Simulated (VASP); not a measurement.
Crystal: SnSe.

```
Sn Se
1.0
     0.00000    3.01000    3.01000
     3.01000    0.00000    3.01000
     3.01000    3.01000    0.00000
Sn Se
1 1
Direct
  0.00000 0.00000 0.00000
  0.50000 0.50000 0.50000
```

| Property | Result |
| --- | --- |
| Program | VASP 6.6.1 |
| Task | relaxation of cell and atoms |
| Functional | LDA |
| Potentials or basis | VASP PAW LDA potentials, release 64 (Sn_d, Se) |
| Cutoff | 600 eV |
| k mesh | 8 × 8 × 8 |
| Occupations | fermi-dirac, width 0.05 eV |
| Spin | no spin polarisation |

At the start: pressure -3.2 GPa; volume 27.27 Å³/atom.

How do energy, volume and symmetry change on relaxing?

Over 3 steps the energy falls by 17.6 meV/atom and the volume is 25.63 Å³/atom (-6.0 %); space group Fm-3m (No. 225, to 0.05 Å).

The path:
| step | energy change (eV) | largest force (eV/Å) | pressure (GPa) | volume (Å³) |
| --- | --- | --- | --- | --- |
| 1 | 0.0000 | 0.0000 | -3.23 | 54.54 |
| 2 | -0.0316 | 0.0000 | 1.19 | 50.32 |
| 3 | -0.0351 | 0.0000 | 0.02 | 51.26 |

Final structure:
```xyz
2
Lattice="0.0000 2.9484 2.9484 2.9484 0.0000 2.9484 2.9484 2.9484 0.0000" Properties=species:S:1:pos:R:3 pbc="T T T"
Sn    0.0000    0.0000    0.0000
Se    2.9484    2.9484    2.9484
```
